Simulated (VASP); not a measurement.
Here is a VASP 6.6.1 calculation.

Contents of INCAR:

```
SYSTEM = KMgF3
ALGO = Normal
EDIFF = 1E-6
ENCUT = 600
GGA = PS
GGA_COMPAT = .False.
ISIF = 2
ISMEAR = 0
LASPH = .True.
LCHARG = .False.
LREAL = .False.
LWAVE = .False.
NBANDS = 24
NELM = 120
PREC = Accurate
SIGMA = 0.02
```

KPOINTS

```
k-points
0
Gamma
  6 6 6
  0 0 0
```

The input POSCAR:

```
KMgF3
1.0
    3.9313849716      0.0000000000      0.0000000000
    0.0000000000      4.0062209799      0.0000000000
    0.0000000000      0.0000000000      4.0062209799
K Mg F
1 1 3
Direct
    0.5000000000      0.5000000000      0.5000000000
    0.0000000000      0.0000000000      0.0000000000
    0.0000000000      0.5000000000      0.0000000000
    0.0000000000      0.0000000000      0.5000000000
    0.5000000000      0.0000000000      0.0000000000
```

Potentials or basis: VASP PAW PBE potentials, release 64 (K_sv, Mg, F).

Run with:

```console
$ cat potpaw_PBE.64/K_sv/POTCAR potpaw_PBE.64/Mg/POTCAR potpaw_PBE.64/F/POTCAR > POTCAR
$ mpirun -np 1 vasp_std > vasp.out
```

Question: What does it give for the band gap on the k mesh?

Answer: 7.15 eV (least direct gap 7.47 eV).

Question: What does it give for the pressure?

Answer: 0.1 GPa.

Stress tensor (GPa, compression positive):
```
 1.45  0.00  0.00
 0.00 -0.52  0.00
 0.00  0.00 -0.52
```

Caveat: the cell differs from its parent crystal (uniaxial strain along a: -1.5 %); the PAW data sets were made with another functional, which shifts forces and pressure a little. A k mesh can miss the band edges.
